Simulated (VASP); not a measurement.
Set up this calculation in VASP 6.6.1, as the native input.

```yaml
Task: single point
Functional: PBE
Potentials_or_basis: VASP PAW PBE potentials, release 64 (Fe)
Cutoff: 520 eV
k_mesh: 24 × 24 × 13
Occupations: fermi-dirac, width 0.1 eV
Spin: no spin polarisation
Dipole_correction: no
Further_INCAR_settings: ALGO = Normal; EDIFF = 1e-06; NBANDS = 15
```

The structure of Fe lies in POSCAR:

```
Fe
1.0
    2.5255152776      0.0000000000      0.0000000000
   -1.2627576388      2.1871603880      0.0000000000
    0.0000000000      0.0000000000      3.9937266153
Fe
2
Direct
    0.3333333333      0.6666666667      0.2500000000
    0.6666666667      0.3333333333      0.7500000000
```

This isn't the form of Fe at room conditions, which is bcc.

The input as run:

INCAR

```
ALGO = Normal ; EDIFF = 1E-6
ENCUT = 520 ; GGA = PE
ISIF = 2 ; ISMEAR = -1
LASPH = True ; LCHARG = False
LREAL = False ; LWAVE = False
NBANDS = 15 ; NELM = 80
PREC = Accurate ; SIGMA = 0.1
```

KPOINTS

```
k-points
0
Gamma
  24 24 13
```

Potentials or basis: VASP PAW PBE potentials, release 64 (Fe).

Run with:

```console
$ cat potpaw_PBE.64/Fe/POTCAR > POTCAR
$ mpirun -np 1 vasp_std > vasp.out
```

Results of the run:

The pressure is -18.8 GPa and the band gap on the k mesh is zero (bands 8 and 9 overlap by 1.67 eV).

Caveat: the cell stands under tension; the run has no spin polarisation, though such a crystal can be magnetic.

Wall time 52 s on 1 thread of Intel(R) Xeon(R) 6975P-C (Granite Rapids) (shared host), peak memory 0.23 GiB.
